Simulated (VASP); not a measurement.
Runs of VASP 6.6.1 on TiC. The structure is that of space group Fm-3m (No. 225), or close to it. The cells are those of the table. 

```csv
potentials or basis,cell,cutoff (eV),second run,gap on the mesh (eV),pressure (GPa)
"VASP PAW PBE potentials, release 64 (Ti_sv, C)","a = 3.091 Å, angles 60.0°, 2 atoms",520,-,none,-6.4
"VASP PAW PBE potentials, release 64 (Ti_sv, C)","a = 2.933 Å, angles 60.0°, 2 atoms",520,-,none,44.4
"VASP PAW PBE potentials, release 64 (Ti_sv, C)","a = 2.966 Å, angles 60.0°, 2 atoms",520,-,none,31.0
"VASP PAW PBE potentials, release 64 (Ti_sv, C)","a = 3.054 Å, angles 60.0°, 2 atoms",520,-,none,2.7
"VASP PAW PBE potentials, release 64 (Ti_sv, C)","a = 3.120 Å, angles 60.0°, 2 atoms",520,-,none,(a)
"VASP PAW PBE potentials, release 64 (Ti_sv, C_h)","a = 3.060 Å, angles 60.0°, 2 atoms",910,hard_potentials,none,0.8
"VASP PAW PBE potentials, release 64 (Ti_sv, C)","a = 3.060 Å, angles 60.0°, 2 atoms",520,-,none,0.9
"VASP PAW PBE potentials, release 64 (Ti_sv, C)","a = 2.998 Å, angles 60.0°, 2 atoms",520,-,none,(b)
"VASP PAW PBE potentials, release 64 (Ti_sv, C)","a = 3.029 Å, angles 60.0°, 2 atoms",520,-,none,9.5
"VASP PAW PBE potentials, release 64 (Ti_sv, C_h)","a = 3.054 Å, angles 60.0°, 2 atoms",910,hard_potentials,none,2.5
"VASP PAW PBE potentials, release 64 (Ti_sv, C)","a = 3.159 Å, angles 60.0°, 2 atoms",520,-,none,-19.9
```

Alike in all rows: task single point; level r2SCAN; no spin polarisation; k mesh 16 × 16 × 16; smearing gaussian 0.1 eV.

Question: Estimate the missing entries.

Answer: (a) -12.8; (b) 19.4.

Caveats: the PAW data sets were made with another functional, which shifts forces and pressure a little; the cutoff is under 1.25 times the usual one of these potentials, so pressure, stress and relaxed cells hold a basis-set (Pulay) error (some runs).

A gap of «none» marks levels without a gap at the run's occupations.
